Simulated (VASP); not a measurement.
# O2 in VASP: notebook

The runs below take O2 through single point, with PBE.

All numbers are computed with VASP 6.6.1; they aren't measurements. Logs are shortened: lines on timing, memory, paths and dates and some standing lists are left out, and cuts for length are marked.

## (1) The cell of the first run

The cell holds a molecule in a box, 2 atoms: a = 10.000 Å, b = 10.500 Å, c = 11.000 Å, α = 90.00°, β = 90.00°, γ = 90.00°.

## (2) Single point, PBE, collinear spin, ferromagnetic start

Contents of INCAR:

```
SYSTEM = O
PREC = Accurate ; ENCUT = 520
EDIFF = 1E-6 ; ISMEAR = 0
SIGMA = 0.01 ; LREAL = .False.
LASPH = .True. ; NELM = 150
ALGO = Normal ; ISIF = 2
LWAVE = .False. ; LCHARG = .False.
ISPIN = 2 ; MAGMOM = 1 1
LORBIT = 11 ; GGA = PE
NBANDS = 17
```

Contents of KPOINTS:

```
Automatic mesh
0
Gamma
  1 1 1
  0 0 0
```

Contents of POSCAR:

```
O
1.0
   10.0000000000      0.0000000000      0.0000000000
    0.0000000000     10.5000000000      0.0000000000
    0.0000000000      0.0000000000     11.0000000000
O
2
Direct
    0.5000000000      0.5000000000      0.4445862593
    0.5000000000      0.5000000000      0.5554137407
```

Potentials or basis: VASP PAW PBE potentials, release 64 (O).

Command:

```console
cat potpaw_PBE.64/O/POTCAR > POTCAR
mpirun -np 1 vasp_gam > vasp.out
```

OUTCAR:

```text
SYSTEM = O
   PREC = Accurate
   ENCUT = 520
   EDIFF = 1E-6
   ISMEAR = 0
   LREAL = .False.
   LASPH = .True.
   NELM = 150
   ISIF = 2
   ISPIN = 2
   LORBIT = 11
   GGA = PE

 ion  position               nearest neighbor table
   1  0.500  0.500  0.445-   2 1.22
   2  0.500  0.500  0.555-   1 1.22

  LATTYP: Found a simple orthorhombic cell.
 ALAT       =    10.0000000000
 B/A-ratio  =     1.0500000000
 C/A-ratio  =     1.1000000000

  Lattice vectors:

 A1 = (  10.0000000000,   0.0000000000,   0.0000000000)
 A2 = (   0.0000000000,  10.5000000000,   0.0000000000)
 A3 = (   0.0000000000,   0.0000000000,  11.0000000000)

Analysis of symmetry for initial positions (statically):
=====================================================================
 Subroutine PRICEL returns:
 Original cell was already a primitive cell.

 Routine SETGRP: Setting up the symmetry group for a
 simple orthorhombic supercell.

 Subroutine GETGRP returns: Found  8 space group operations
 (whereof  8 operations were pure point group operations)
 out of a pool of  8 trial point group operations.

The static configuration has the point symmetry D_2h.

Analysis of symmetry for dynamics (positions and initial velocities):
=====================================================================
 Subroutine PRICEL returns:
 Original cell was already a primitive cell.

 Routine SETGRP: Setting up the symmetry group for a
 simple orthorhombic supercell.

 Subroutine GETGRP returns: Found  8 space group operations
 (whereof  8 operations were pure point group operations)
 out of a pool of  8 trial point group operations.

The dynamic configuration has the point symmetry D_2h.

Analysis of structural, dynamic, and magnetic symmetry:
=====================================================================
 Subroutine PRICEL returns:
 Original cell was already a primitive cell.

 Routine SETGRP: Setting up the symmetry group for a
 simple orthorhombic supercell.

 Subroutine GETGRP returns: Found  8 space group operations
 (whereof  8 operations were pure point group operations)
 out of a pool of  8 trial point group operations.

The overall configuration has the point symmetry D_2h.

 Subroutine INISYM returns: Found  8 space group operations
 (whereof  8 operations are pure point group operations),
 and found     1 'primitive' translations

----------------------------------------------------------------------------------------

                                     Primitive cell

  volume of cell :    1155.0000

  direct lattice vectors                    reciprocal lattice vectors
    10.000000000  0.000000000  0.000000000     0.100000000  0.000000000  0.000000000
     0.000000000 10.500000000  0.000000000     0.000000000  0.095238095  0.000000000
     0.000000000  0.000000000 11.000000000     0.000000000  0.000000000  0.090909091

  length of vectors
    10.000000000 10.500000000 11.000000000     0.100000000  0.095238095  0.090909091

  position of ions in fractional coordinates (direct lattice)
     0.500000000  0.500000000  0.444586259
     0.500000000  0.500000000  0.555413741

  ion indices of the primitive-cell ions
   primitive index   ion index
                 1           1
                 2           2

----------------------------------------------------------------------------------------

 KPOINTS: Automatic mesh

Automatic generation of k-mesh.
 Grid dimensions read from file:
 generate k-points for:    1    1    1

 Generating k-lattice:

  Cartesian coordinates                     Fractional coordinates (reciprocal lattice)
     0.100000000  0.000000000  0.000000000     1.000000000  0.000000000  0.000000000
     0.000000000  0.095238095  0.000000000     0.000000000  1.000000000  0.000000000
     0.000000000  0.000000000  0.090909091     0.000000000  0.000000000  1.000000000

  Length of vectors
     0.100000000  0.095238095  0.090909091

  Shift w.r.t. Gamma in fractional coordinates (k-lattice)
     0.000000000  0.000000000  0.000000000

 Subroutine IBZKPT returns following result:
 ===========================================

 Found      1 irreducible k-points:

 Following reciprocal coordinates:
            Coordinates               Weight
  0.000000  0.000000  0.000000      1.000000
   k-points           NKPTS =      1   k-points in BZ     NKDIM =      1   number of bands    NBANDS=     17
   number of dos      NEDOS =    301   number of ions     NIONS =      2
   total plane-waves  NPLWV = 537600
   dimension x,y,z NGX =    80 NGY =   80 NGZ =   84
   dimension x,y,z NGXF=   160 NGYF=  160 NGZF=  168
   ions per type =               2
   NGX,Y,Z   is equivalent  to a cutoff of  13.30, 12.67, 12.70 a.u.
   NGXF,Y,Z  is equivalent  to a cutoff of  26.60, 25.33, 25.39 a.u.
 SYSTEM =  O
   PREC   = accura    normal or accurate (medium, high low for compatibility)
   ISTART =      0    job   : 0-new  1-cont  2-samecut
   ICHARG =      2    charge: 1-file 2-atom 10-const
   ISPIN  =      2    spin polarized calculation?
   LNONCOLLINEAR =      F non collinear calculations
   LSORBIT =      F    spin-orbit coupling
   LASPH  =      T    aspherical Exc in radial PAW
   ENCUT  =  520.0 eV  38.22 Ry    6.18 a.u.  18.59 19.52 20.45*2*pi/ulx,y,z
   NELM   =    150;   NELMIN=  2; NELMDL= -5     # of ELM steps
   EDIFF  = 0.1E-05   stopping-criterion for ELM
   LREAL  =      F    real-space projection
   EDIFFG = 0.1E-04   stopping-criterion for IOM
   NSW    =      0    number of steps for IOM
   IBRION =     -1    ionic relax: 0-MD 1-quasi-New 2-CG
   NFREE  =      0    steps in history (QN), initial steepest desc. (CG)
   ISIF   =      2    stress and relaxation
   ISYM   =      2    0-nonsym 1-usesym 2-fastsym
   POTIM  = 0.5000    time-step for ionic-motion
   TEBEG  =    0.0;   TEEND  =   0.0 temperature during run
   PSTRESS=    0.0 pullay stress
   NELECT =      12.0000    total number of electrons
   NUPDOWN=      -1.0000    fix difference up-down
   EMIN   =  10.00;   EMAX   =-10.00  energy-range for DOS
   EFERMI =   0.00;   METHOD = LEGACY
   ISMEAR =     0;   SIGMA  =   0.01  broadening in eV -4-tet -1-fermi 0-gaus
   EFERMI_NEDOS =   21; number of points for ismear=-14 and -15
   IALGO  =     38    algorithm
   IMIX   =      4    mixing-type and parameters
     AMIX     =   0.40;   BMIX     =  1.00
     AMIX_MAG =   1.60;   BMIX_MAG =  1.00
  volume/ion in A,a.u.               =     577.50      3897.16
  Fermi-wavevector in a.u.,A,eV,Ry     =   0.357225  0.675056  1.736231  0.127609
  Thomas-Fermi vector in A             =   1.274455
   LORBIT       =     11    0 simple, 1 ext, 2 COOP (PROOUT), +10 PAW based schemes
   GGA     = PE    functional components
   LHFCALC =     F    Hartree Fock is set to
   AEXX    =    0.0000 exact exchange contribution
   IVDW    =     0    specifies the selected vdW correction
   LEPSILON=     F    determine dielectric tensor
   LRPA    =     F    only Hartree local field effects (RPA)
 spin polarized calculation
 Gauss-broadening in eV      SIGMA  =   0.01
  energy-cutoff  :      520.00
  volume of cell :     1155.00
 maximum number of plane-waves:     15548
 NGX is ok and might be reduce to    80
   NGX = 37   NGY = 39   NGZ = 41

 number of electron      11.9999998 magnetization       1.9999999

 Free energy of the ion-electron system (eV)
  ---------------------------------------------------
  ext. energy  EPLUGINS =         0.00000000
  ---------------------------------------------------
  free energy    TOTEN  =        -9.87724504 eV

  energy without entropy =       -9.87724504  energy(sigma->0) =       -9.87724504

 E-fermi :  -6.7080     XC(G=0):  -0.4856

 val. band max:       -6.8011854188   @ k =   0.0000   0.0000   0.0000
 cond. band min:      -4.4938357717   @ k =   0.0000   0.0000   0.0000
 fundamental gap:      2.3073496471
 Fermi energy:        -6.7080256558

 spin component 1

 k-point     1 :       0.0000    0.0000    0.0000
  band No.  band energies     occupation
      1     -32.7371      1.00000
      2     -20.4670      1.00000
      3     -13.3597      1.00000
      4     -13.3468      1.00000
      5     -13.3467      1.00000
      6      -6.8012      1.00000
[... 9 lines left out ...]
     16       2.3167      0.00000
     17       2.3209      0.00000
 Fermi energy:        -6.7080256558

 spin component 2

 k-point     1 :       0.0000    0.0000    0.0000
  band No.  band energies     occupation
      1     -31.5330      1.00000
      2     -18.6719      1.00000
      3     -12.4552      1.00000
      4     -11.4836      1.00000
      5     -11.4836      1.00000
      6      -4.4938      0.00000
[... 9 lines left out ...]
     16       2.3876      0.00000
     17       2.4730      0.00000

------------------------ aborting loop because EDIFF is reached ----------------------------------------

  FORCE on cell =-STRESS in cart. coord.  units (eV):
  Direction    XX          YY          ZZ          XY          YZ          ZX
  --------------------------------------------------------------------------------------
  -------------------------------------------------------------------------------------
  Total       -0.0671797     -0.0695849      1.2297052      0.0000000      0.0000000      0.0000000
  in kB       -0.0931894     -0.0965259      1.7058059      0.0000000      0.0000000      0.0000000
  external PRESSURE =       0.5053635 kB  Pullay stress =       0.0000000 kB

 VOLUME and BASIS-vectors are now :
 -----------------------------------------------------------------------------
  energy-cutoff  :      520.00
  volume of cell :     1155.00
      direct lattice vectors                 reciprocal lattice vectors
    10.000000000  0.000000000  0.000000000     0.100000000  0.000000000  0.000000000
     0.000000000 10.500000000  0.000000000     0.000000000  0.095238095  0.000000000
     0.000000000  0.000000000 11.000000000     0.000000000  0.000000000  0.090909091

 POSITION                                       TOTAL-FORCE (eV/Angst)
 -----------------------------------------------------------------------------------
      5.00000      5.25000      4.89045         0.000000      0.000000     -1.070796
      5.00000      5.25000      6.10955         0.000000     -0.000000      1.070796
 -----------------------------------------------------------------------------------
    total drift:                                0.000000     -0.000000      0.000000

  FREE ENERGIE OF THE ION-ELECTRON SYSTEM (eV)
  ---------------------------------------------------
  free  energy   TOTEN  =        -9.8772450427 eV

  energy  without entropy=       -9.8772450427  energy(sigma->0) =       -9.87724504

 total charge

# of ion       s       p       d       tot
------------------------------------------
    1        1.612   3.297   0.000   4.908
    2        1.612   3.297   0.000   4.908
--------------------------------------------------
tot          3.223   6.594   0.000   9.817

 magnetization (x)

# of ion       s       p       d       tot
------------------------------------------
    1        0.010   0.799   0.000   0.809
    2        0.010   0.799   0.000   0.809
--------------------------------------------------
tot          0.020   1.597   0.000   1.617
```

Run time: 2.8 min. Hardware: 1 thread of Intel Xeon Platinum 8259CL at 2.50GHz (Skylake/Cascade Lake), shared host; peak memory 1.2 GiB.

What came out:

| Quantity | Value |
| --- | --- |
| Free energy | -9.8772 eV |
| Largest force | 1.071 eV/Å |
| Gap between the frontier levels | 2.31 eV |
| Net moment | 2.00 μB per cell |
| Site moments | O +0.81 μB |
| Valence electrons inside the program's atomic spheres | O 4.91 |

Forces on the atoms (eV/Å):
```
O    0.000  0.000 -1.071
O    0.000  0.000  1.071
```

Caveat: the standard files for N, O and F lose accuracy on very short bonds.

## (3) Single point, PBE, collinear spin, ferromagnetic start

Contents of INCAR:

```
SYSTEM = O
PREC = Accurate ; ENCUT = 910
EDIFF = 1E-6 ; ISMEAR = 0
SIGMA = 0.01 ; LREAL = .False.
LASPH = .True. ; NELM = 200
ALGO = Normal ; ISIF = 2
LWAVE = .False. ; LCHARG = .False.
ISPIN = 2 ; MAGMOM = 1 1
LORBIT = 11 ; GGA = PE
NBANDS = 17 ; GGA_COMPAT = .False.
NELMDL = -8
```

KPOINTS is that of step 2.

POSCAR is that of step 2.

Potentials or basis: VASP PAW PBE potentials, release 64 (O_h).

Command:

```console
cat potpaw_PBE.64/O_h/POTCAR > POTCAR
mpirun -np 1 vasp_gam > vasp.out
```

Wall time 4.3 min (1 thread of Intel Xeon 6975P-C (Granite Rapids), shared host); peak memory 2.4 GiB.

It converged, with:

- Free energy: -10.0479 eV
- Largest force: 0.009 eV/Å
- Gap between the frontier levels: 2.32 eV
- Net moment: 2.00 μB per cell
- Site moments: O +0.62 μB
- Valence electrons inside the program's atomic spheres: O 3.31

Forces in eV/Å, atoms in the order of the input:
```
O    0.000  0.000  0.009
O    0.000  0.000 -0.009
```

Levels at points of the mesh, in eV from the valence-band top:
Spin up:
| k point | band 4 | band 5 | band 6 | band 7 | band 8 | band 9 | band 10 | band 11 |
| --- | --- | --- | --- | --- | --- | --- | --- | --- |
| (0.00, 0.00, 0.00) | -6.54 | -6.54 | 0.00 | 0.00 | 6.49 | 7.50 | 7.75 | 7.80 |
Spin down:
```tsv
k point	band 2	band 3	band 4	band 5	band 6	band 7	band 8	band 9
(0.00, 0.00, 0.00)	-11.93	-5.72	-4.68	-4.68	2.32	2.32	6.60	7.71
```

Caveat: the cutoff is under 1.25 times the usual one of these potentials, so pressure, stress and relaxed cells hold a basis-set (Pulay) error.
